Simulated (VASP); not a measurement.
Crystal: CdO.

```
CELL_PARAMETERS angstrom
0.00000 2.34361 2.34361
2.34361 0.00000 2.34361
2.34361 2.34361 0.00000
ATOMIC_POSITIONS crystal
Cd 0.00000 0.00000 0.00000
O 0.50000 0.50000 0.50000
```

Base run:

```yaml
Program: VASP 6.6.1
Functional: PBE
Potentials_or_basis: VASP PAW PBE potentials, release 64 (Cd, O)
Cutoff: 600 eV
k_mesh: 7 × 7 × 7
Occupations: fermi-dirac, width 0.1068 eV
Spin: no spin polarisation
```

Its results: pressure 8.6 GPa.

Task: The run is repeated on the same cell with these changes: functional from PBE to r2SCAN; cutoff from 600 eV to 660 eV. What comes out?

Result: Pressure 3.5 GPa.

Caveats: the cell stands under pressure; the PAW data sets were made with another functional, which shifts forces and pressure a little (at least some runs).
